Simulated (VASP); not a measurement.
# BiB (P6_3/mmc) in VASP: notebook

Aim: see how the results for BiB move with the level of theory and the settings. Levels: PBEsol, r2SCAN+rVV10. Tasks: single point, relaxation of cell and atoms.

Everything below comes from runs of VASP 6.6.1. Logs are shortened: lines on timing, memory, paths and dates and some standing lists are left out, and cuts for length are marked.

## (1) The cell of the first run

Symmetry: P6_3/mmc, No. 194, hexagonal system. The conventional cell has a = 4.211 Å, b = 4.211 Å, c = 5.313 Å, α = 90.00°, β = 90.00°, γ = 120.00°. Within 3.2 Å of B (site symmetry -6m2) lie 5 Bi at 2.43 to 2.66 Å. Within 3.2 Å of Bi (site symmetry -6m2) lie 5 B at 2.43 to 2.66 Å.

## (2) Single point, PBEsol

Input file INCAR:

```
  ALGO = Normal
  EDIFF = 1E-6
  ENCUT = 520
  GGA = PS
  ISIF = 2
  ISMEAR = -1
  LASPH = T
  LCHARG = F
  LREAL = F
  LWAVE = F
  NBANDS = 26
  NELM = 60
  PREC = Accurate
  SIGMA = 0.03
```

Input file KPOINTS:

```
k-points
0
Gamma
  6 6 4
```

Input file POSCAR:

```
BiB
1.0
    4.2114056334      0.0000000000      0.0000000000
   -2.1057028167      3.6471842642      0.0000000000
    0.0000000000      0.0000000000      5.3127445850
B Bi
2 2
Direct
    0.3333333333      0.6666666667      0.2500000000
    0.6666666667      0.3333333333      0.7500000000
    0.6666666667      0.3333333333      0.2500000000
    0.3333333333      0.6666666667      0.7500000000
```

Potentials or basis: VASP PAW PBE potentials, release 64 (B, Bi_d).

The run is started by

```bash
$ cat potpaw_PBE.64/B/POTCAR potpaw_PBE.64/Bi_d/POTCAR > POTCAR
$ mpirun -np 1 vasp_std > vasp.out
```

OUTCAR:

```text
EDIFF = 1E-6
   ENCUT = 520
   GGA = PS
   ISIF = 2
   ISMEAR = -1
   LASPH = T
   LREAL = F
   NELM = 60
   PREC = Accurate

 ion  position               nearest neighbor table
   1  0.333  0.667  0.250-   3 2.43   3 2.43   3 2.43   4 2.66   4 2.66
   2  0.667  0.333  0.750-   4 2.43   4 2.43   4 2.43   3 2.66   3 2.66
   3  0.667  0.333  0.250-   1 2.43   1 2.43   1 2.43   2 2.66   2 2.66   4 3.60   4 3.60   4 3.60
                             4 3.60   4 3.60   4 3.60
   4  0.333  0.667  0.750-   2 2.43   2 2.43   2 2.43   1 2.66   1 2.66   3 3.60   3 3.60   3 3.60
                             3 3.60   3 3.60   3 3.60

  LATTYP: Found a hexagonal cell.
 ALAT       =     4.2114056334
 C/A-ratio  =     1.2615133871

  Lattice vectors:

 A1 = (   4.2114056334,   0.0000000000,   0.0000000000)
 A2 = (  -2.1057028167,   3.6471842642,   0.0000000000)
 A3 = (   0.0000000000,   0.0000000000,   5.3127445850)

Analysis of symmetry for initial positions (statically):
=====================================================================
 Subroutine PRICEL returns:
 Original cell was already a primitive cell.

 Routine SETGRP: Setting up the symmetry group for a
 hexagonal supercell.

 Subroutine GETGRP returns: Found 24 space group operations
 (whereof 12 operations were pure point group operations)
 out of a pool of 24 trial point group operations.

The static configuration has the point symmetry D_3d.
 The point group associated with its full space group is D_6h.

Analysis of symmetry for dynamics (positions and initial velocities):
=====================================================================
 Subroutine PRICEL returns:
 Original cell was already a primitive cell.

 Routine SETGRP: Setting up the symmetry group for a
 hexagonal supercell.

 Subroutine GETGRP returns: Found 24 space group operations
 (whereof 12 operations were pure point group operations)
 out of a pool of 24 trial point group operations.

The dynamic configuration has the point symmetry D_3d.
 The point group associated with its full space group is D_6h.

 Subroutine INISYM returns: Found 24 space group operations
 (whereof 12 operations are pure point group operations),
 and found     1 'primitive' translations

----------------------------------------------------------------------------------------

                                     Primitive cell

  volume of cell :      81.6025

  direct lattice vectors                    reciprocal lattice vectors
     4.211405633  0.000000000  0.000000000     0.237450411  0.137092059  0.000000000
    -2.105702817  3.647184264  0.000000000     0.000000000  0.274184118  0.000000000
     0.000000000  0.000000000  5.312744585     0.000000000  0.000000000  0.188226628

  length of vectors
     4.211405633  4.211405633  5.312744585     0.274184118  0.274184118  0.188226628

  position of ions in fractional coordinates (direct lattice)
     0.333333333  0.666666667  0.250000000
     0.666666667  0.333333333  0.750000000
     0.666666667  0.333333333  0.250000000
     0.333333333  0.666666667  0.750000000

  ion indices of the primitive-cell ions
   primitive index   ion index
                 1           1
                 2           2
                 3           3
                 4           4

----------------------------------------------------------------------------------------

 KPOINTS: k-points

Automatic generation of k-mesh.
 Grid dimensions read from file:
 generate k-points for:    6    6    4

 Generating k-lattice:

  Cartesian coordinates                     Fractional coordinates (reciprocal lattice)
     0.039575069  0.022848676  0.000000000     0.166666667 -0.000000000  0.000000000
     0.000000000  0.045697353  0.000000000     0.000000000  0.166666667  0.000000000
     0.000000000  0.000000000  0.047056657     0.000000000  0.000000000  0.250000000

  Length of vectors
     0.045697353  0.045697353  0.047056657

  Shift w.r.t. Gamma in fractional coordinates (k-lattice)
     0.000000000  0.000000000  0.000000000

 Subroutine IBZKPT returns following result:
 ===========================================

 Found     21 irreducible k-points:

 Following reciprocal coordinates:
            Coordinates               Weight
  0.000000  0.000000  0.000000      1.000000
  0.166667  0.000000  0.000000      6.000000
  0.333333 -0.000000  0.000000      6.000000
  0.500000  0.000000  0.000000      3.000000
  0.166667  0.166667  0.000000      6.000000
  0.333333  0.166667  0.000000     12.000000
[... 13 lines left out ...]
  0.333333  0.166667  0.500000     12.000000
  0.333333  0.333333  0.500000      2.000000
   k-points           NKPTS =     21   k-points in BZ     NKDIM =     21   number of bands    NBANDS=     26
   number of dos      NEDOS =    301   number of ions     NIONS =      4
   total plane-waves  NPLWV =  40960
   dimension x,y,z NGX =    32 NGY =   32 NGZ =   40
   dimension x,y,z NGXF=    64 NGYF=   64 NGZF=   80
[... 37 lines left out ...]
   LORBIT       =      0    0 simple, 1 ext, 2 COOP (PROOUT), +10 PAW based schemes
   GGA     = PS    functional components
   LHFCALC =     F    Hartree Fock is set to
   AEXX    =    0.0000 exact exchange contribution
   IVDW    =     0    specifies the selected vdW correction
   LEPSILON=     F    determine dielectric tensor
   LRPA    =     F    only Hartree local field effects (RPA)
 non-spin polarized calculation
  energy-cutoff  :      520.00
  volume of cell :       81.60
 maximum number of plane-waves:      2217
 NGX is ok and might be reduce to    32
   NGX = 15   NGY = 15   NGZ = 19

 number of electron      36.0000004 magnetization

 Free energy of the ion-electron system (eV)
  ---------------------------------------------------
  ext. energy  EPLUGINS =         0.00000000
  ---------------------------------------------------
  free energy    TOTEN  =       -17.94991753 eV

  energy without entropy =      -17.94744355  energy(sigma->0) =      -17.94868054

 E-fermi :   6.7784     XC(G=0): -10.3190

 val. band max:        6.7003755836   @ k =   0.1667   0.1667   0.0000
 cond. band min:       6.8482705568   @ k =   0.0000   0.0000   0.0000
 fundamental gap:      0.1478949731
 Fermi energy:         6.7783540780

 k-point     1 :       0.0000    0.0000    0.0000
  band No.  band energies     occupation
      1     -16.0101      2.00000
      2     -15.9636      2.00000
      3     -15.9636      2.00000
      4     -15.9367      2.00000
      5     -15.9367      2.00000
      6     -15.9348      2.00000
[... 18 lines left out ...]
     25      11.9831      0.00000
     26      13.2045      0.00000

 k-point     2 :       0.1667    0.0000    0.0000
  band No.  band energies     occupation
      1     -16.0090      2.00000
      2     -15.9688      2.00000
      3     -15.9624      2.00000
      4     -15.9511      2.00000
      5     -15.9336      2.00000
      6     -15.9263      2.00000
[... 18 lines left out ...]
     25      12.8653      0.00000
     26      13.8083      0.00000

 k-point     3 :       0.3333   -0.0000    0.0000
  band No.  band energies     occupation
      1     -16.0110      2.00000
      2     -15.9785      2.00000
      3     -15.9596      2.00000
      4     -15.9593      2.00000
      5     -15.9217      2.00000
      6     -15.9097      2.00000
[... 18 lines left out ...]
     25      13.7507      0.00000
     26      13.8190      0.00000

 k-point     4 :       0.5000    0.0000    0.0000
  band No.  band energies     occupation
      1     -16.0139      2.00000
      2     -15.9829      2.00000
      3     -15.9602      2.00000
      4     -15.9573      2.00000
      5     -15.9151      2.00000
      6     -15.8978      2.00000
[... 18 lines left out ...]
     25      13.5548      0.00000
     26      14.5683      0.00000
[... 409 lines left out ...]
      1     -15.9780      2.00000
      2     -15.9780      2.00000
      3     -15.9497      2.00000
      4     -15.9497      2.00000
      5     -15.9400      2.00000
      6     -15.9400      2.00000
[... 18 lines left out ...]
     25      12.6530      0.00000
     26      12.6530      0.00000

 k-point    20 :       0.3333    0.1667    0.5000
  band No.  band energies     occupation
      1     -15.9758      2.00000
      2     -15.9758      2.00000
      3     -15.9363      2.00000
      4     -15.9363      2.00000
      5     -15.9313      2.00000
      6     -15.9313      2.00000
[... 18 lines left out ...]
     25      13.6777      0.00000
     26      13.6777      0.00000

 k-point    21 :       0.3333    0.3333    0.5000
  band No.  band energies     occupation
      1     -15.9746      2.00000
      2     -15.9746      2.00000
      3     -15.9302      2.00000
      4     -15.9302      2.00000
      5     -15.9246      2.00000
      6     -15.9246      2.00000
[... 18 lines left out ...]
     25      12.5063      0.00000
     26      12.5063      0.00000

------------------------ aborting loop because EDIFF is reached ----------------------------------------

  FORCE on cell =-STRESS in cart. coord.  units (eV):
  Direction    XX          YY          ZZ          XY          YZ          ZX
  --------------------------------------------------------------------------------------
  -------------------------------------------------------------------------------------
  Total       -0.0139797     -0.0139797      0.0020125     -0.0000000      0.0000000      0.0000000
  in kB       -0.2744768     -0.2744768      0.0395127     -0.0000000      0.0000000      0.0000000
  external PRESSURE =      -0.1698136 kB  Pullay stress =       0.0000000 kB

 VOLUME and BASIS-vectors are now :
 -----------------------------------------------------------------------------
  energy-cutoff  :      520.00
  volume of cell :       81.60
      direct lattice vectors                 reciprocal lattice vectors
     4.211405633  0.000000000  0.000000000     0.237450411  0.137092059  0.000000000
    -2.105702817  3.647184264  0.000000000     0.000000000  0.274184118  0.000000000
     0.000000000  0.000000000  5.312744585     0.000000000  0.000000000  0.188226628

 POSITION                                       TOTAL-FORCE (eV/Angst)
 -----------------------------------------------------------------------------------
     -0.00000      2.43146      1.32819         0.000000     -0.000000      0.000000
      2.10570      1.21573      3.98456        -0.000000      0.000000      0.000000
      2.10570      1.21573      1.32819        -0.000000      0.000000      0.000000
     -0.00000      2.43146      3.98456        -0.000000     -0.000000      0.000000
 -----------------------------------------------------------------------------------
    total drift:                               -0.000000      0.000000      0.000000

  FREE ENERGIE OF THE ION-ELECTRON SYSTEM (eV)
  ---------------------------------------------------
  free  energy   TOTEN  =       -17.9499175307 eV

  energy  without entropy=      -17.9474435504  energy(sigma->0) =      -17.94868054
```

Run time: 33 s. Hardware: 1 thread of Intel Xeon Platinum 8259CL at 2.50GHz (Skylake/Cascade Lake), shared host; peak memory 0.2 GiB.

Results:

```
Free energy            : -17.9499 eV
Pressure               : 0.0 GPa
Band gap on the k mesh : zero (band 18 reaches 7.97 eV, above the bottom of band 19 at 5.52 eV)
```

Levels at points of the mesh, in eV from the Fermi level:
| k point | band 16 | band 17 | band 18 | band 19 | band 20 | band 21 |
| --- | --- | --- | --- | --- | --- | --- |
| (0.00, 0.00, 0.00) | -2.64 | 0.07 | 0.07 | 0.32 | 0.55 | 2.00 |
| (0.50, 0.00, 0.00) | -4.13 | -2.45 | -1.27 | -1.25 | 2.43 | 4.93 |
| (0.00, 0.00, 0.50) | -1.49 | -1.49 | -1.49 | -0.48 | -0.48 | 3.08 |
| (0.50, 0.00, 0.50) | -2.93 | -0.28 | -0.28 | 1.02 | 1.02 | 3.01 |

Caveat: the PAW data sets were made with another functional, which shifts forces and pressure a little; spin-orbit coupling is left out, which moves the levels of the heavy elements.

## (3) Single point, r2SCAN+rVV10

This run uses another cell than the first one, of 20.64 Å³/atom, 1.012 times its volume.

Input file POSCAR:

```
BiB
1.0
    4.2223483052      0.0000000000      0.0000000000
   -2.1111741526      3.6566608960      0.0000000000
    0.0000000000      0.0000000000      5.3479596735
B Bi
2 2
Direct
    0.3333333333      0.6666666667      0.2500000000
    0.6666666667      0.3333333333      0.7500000000
    0.6666666667      0.3333333333      0.2500000000
    0.3333333333      0.6666666667      0.7500000000
```

Input file INCAR.step1:

```
SYSTEM = BiB
ALGO     = Normal         ! electronic algorithm
EDIFF    = 1E-4           ! SCF threshold, eV
ENCUT    = 520            ! plane-wave cutoff, eV
GGA      = PE             ! functional
ISMEAR   = -1             ! smearing method
LASPH    = .TRUE.         ! aspherical terms in the spheres
LCHARG   = .FALSE.        ! write CHGCAR
LREAL    = .FALSE.        ! projectors in reciprocal space
LWAVE    = .TRUE.         ! write WAVECAR
NBANDS   = 26             ! bands
NELM     = 60             ! most SCF steps
PREC     = Accurate       ! precision mode
SIGMA    = 0.03           ! smearing width, eV
```

Input file INCAR.step2:

```
SYSTEM = BiB
ALGO     = Normal         ! electronic algorithm
BPARAM   = 11.95        
CPARAM   = 0.0093       
EDIFF    = 1E-7           ! SCF threshold, eV
ENCUT    = 520            ! plane-wave cutoff, eV
ISIF     = 2              ! what is computed and relaxed
ISMEAR   = -1             ! smearing method
ISTART   = 1            
IVDW_NL  = 2            
LASPH    = .TRUE.         ! aspherical terms in the spheres
LCHARG   = .FALSE.        ! write CHGCAR
LMIXTAU  = .TRUE.       
LREAL    = .FALSE.        ! projectors in reciprocal space
LUSE_VDW = .TRUE.       
LWAVE    = .FALSE.        ! write WAVECAR
METAGGA  = R2SCAN         ! meta-GGA
NBANDS   = 26             ! bands
NELM     = 60             ! most SCF steps
PREC     = Accurate       ! precision mode
SIGMA    = 0.03           ! smearing width, eV
```

Input file KPOINTS:

```
k-points
0
G
  6 6 4
  0 0 0
```

Potentials or basis: VASP PAW PBE potentials, release 64 (B, Bi_d).

The run is started by

```bash
$ cat potpaw_PBE.64/B/POTCAR potpaw_PBE.64/Bi_d/POTCAR > POTCAR
$ cp INCAR.step1 INCAR
$ mpirun -np 1 vasp_std > vasp.out
$ cp INCAR.step2 INCAR
$ mpirun -np 1 vasp_std > vasp.out
```

Wall time 3.7 min (1 thread of Intel Xeon Platinum 8259CL at 2.50GHz (Skylake/Cascade Lake), shared host); peak memory 0.38 GiB.

Results (log left out):

```yaml
Free_energy: -125.9342 eV
Pressure: 0.2 GPa
Band_gap_on_the_k_mesh: zero (band 18 reaches 7.96 eV, above the bottom of band 19 at 5.47 eV)
```

Stress tensor (GPa, compression positive):
```
0.15 0.00 0.00
0.00 0.15 0.00
0.00 0.00 0.23
```

Levels at points of the mesh, in eV from the Fermi level:
| k point | band 16 | band 17 | band 18 | band 19 | band 20 | band 21 |
| --- | --- | --- | --- | --- | --- | --- |
| (0.00, 0.00, 0.00) | -2.73 | 0.02 | 0.02 | 0.36 | 0.50 | 2.16 |
| (0.50, 0.00, 0.00) | -4.29 | -2.51 | -1.39 | -1.25 | 2.55 | 5.31 |
| (0.00, 0.00, 0.50) | -1.56 | -1.56 | -1.56 | -0.54 | -0.54 | 3.29 |
| (0.50, 0.00, 0.50) | -3.07 | -0.24 | -0.24 | 1.05 | 1.05 | 3.15 |

Caveat: the PAW data sets were made with another functional, which shifts forces and pressure a little; spin-orbit coupling is left out, which moves the levels of the heavy elements.

## (4) Relaxation of cell and atoms, PBEsol

This run uses another cell than the first one, of 17.47 Å³/atom, 0.856 times its volume.

Input file INCAR:

```
  PREC = Accurate
  ENCUT = 600
  EDIFF = 1E-6
  ISMEAR = -1
  SIGMA = 0.03
  LREAL = F
  LASPH = T
  NELM = 100
  ALGO = Normal
  ISIF = 3
  LWAVE = F
  LCHARG = F
  GGA = PS
  IBRION = 2
  NSW = 100
  EDIFFG = -0.01
```

Input file KPOINTS:

```
regular mesh
0
Gamma
  6 6 4
```

Input file POSCAR:

```
BiB
1.0
    4.0116264659      0.0000000000      0.0000000000
   -2.0058132330      3.4741704300      0.0000000000
    0.0000000000      0.0000000000      5.0142666000
B Bi
2 2
Direct
    0.3333333333      0.6666666667      0.2500000000
    0.6666666667      0.3333333333      0.7500000000
    0.6666666667      0.3333333333      0.2500000000
    0.3333333333      0.6666666667      0.7500000000
```

The run is started by

```bash
$ cat potpaw_PBE.64/B/POTCAR potpaw_PBE.64/Bi_d/POTCAR > POTCAR
$ mpirun -np 1 vasp_std > vasp.out
```

Wall time 2.3 min (1 thread of Intel Xeon Platinum 8259CL at 2.50GHz (Skylake/Cascade Lake), shared host); peak memory 0.22 GiB.

It converged, with:

```yaml
Free_energy: -17.9466 eV
Relaxed_volume: 20.41 Å³/atom
Relaxed_cell: a = 4.212 Å, b = 4.212 Å, c = 5.314 Å, α = 90.00°, β = 90.00°, γ = 120.00°
Space_group_after_relaxing_to_0.05_Å: P6_3/mmc (No. 194)
Energy_gained_by_relaxing: 136.6 meV/atom
Ionic_steps: 7
Pressure_after_relaxing: 0.0 GPa
Band_gap_on_the_k_mesh: zero (band 18 reaches 7.96 eV, above the bottom of band 19 at 5.52 eV)
```

Step by step:
```
step  energy change (eV)  largest force (eV/Å)  pressure (GPa)  volume (Å³)
   1              0.0000                0.0000           17.02        69.88
   2             -0.3610                0.0000           -5.94        90.38
   3             -0.5459                0.0000           -0.02        81.61
   4             -0.5459                0.0000            0.21        81.36
   5             -0.5464                0.0000            0.16        81.45
   6             -0.5465                0.0000            0.15        81.44
   7             -0.5465                0.0000           -0.02        81.64
```

Final structure:
```cif
data_structure
_symmetry_space_group_name_H-M 'P 1'
_symmetry_Int_Tables_number 1
_cell_length_a 4.2117
_cell_length_b 4.2117
_cell_length_c 5.3145
_cell_angle_alpha 90.000
_cell_angle_beta 90.000
_cell_angle_gamma 120.000
_cell_volume 81.64
loop_
_atom_site_label
_atom_site_type_symbol
_atom_site_fract_x
_atom_site_fract_y
_atom_site_fract_z
_atom_site_occupancy
B1 B 0.33333 0.66667 0.25000 1
B2 B 0.66667 0.33333 0.75000 1
Bi1 Bi 0.66667 0.33333 0.25000 1
Bi2 Bi 0.33333 0.66667 0.75000 1
```

Levels at points of the mesh, in eV from the Fermi level:
| k point | band 16 | band 17 | band 18 | band 19 | band 20 | band 21 |
| --- | --- | --- | --- | --- | --- | --- |
| (0.00, 0.00, 0.00) | -2.64 | 0.07 | 0.07 | 0.32 | 0.55 | 2.00 |
| (0.50, 0.00, 0.00) | -4.13 | -2.45 | -1.27 | -1.25 | 2.43 | 4.93 |
| (0.00, 0.00, 0.50) | -1.49 | -1.49 | -1.49 | -0.49 | -0.49 | 3.08 |
| (0.50, 0.00, 0.50) | -2.93 | -0.28 | -0.28 | 1.01 | 1.01 | 3.01 |

Caveat: the volume moved by over 15 % at a fixed basis, so the end points are rough; the PAW data sets were made with another functional, which shifts forces and pressure a little; spin-orbit coupling is left out, which moves the levels of the heavy elements.

## (5) Overview

```tsv
task	level	cell	cutoff (eV)	gap on the mesh (eV)	pressure (GPa)
single point	PBEsol	a = 4.211, b = 4.211, c = 5.313 Å, angles 90.0, 90.0, 120.0°, 4 atoms	520	none	0.0
single point	r2SCAN+rVV10	a = 4.222, b = 4.222, c = 5.348 Å, angles 90.0, 90.0, 120.0°, 4 atoms	520	none	0.2
relaxation of cell and atoms	PBEsol	relaxed from a = 4.012, b = 4.012, c = 5.014 Å, angles 90.0, 90.0, 120.0°, 4 atoms	600	none	0.0
```

Alike in all rows: potentials or basis VASP PAW PBE potentials, release 64 (B, Bi_d); no spin polarisation; k mesh 6 × 6 × 4; smearing fermi-dirac 0.03 eV.

Caveats: the PAW data sets were made with another functional, which shifts forces and pressure a little; spin-orbit coupling is left out, which moves the levels of the heavy elements; the volume moved by over 15 % at a fixed basis, so the end points are rough (some runs).

Absolute energies hang on the potentials; compare differences alone.
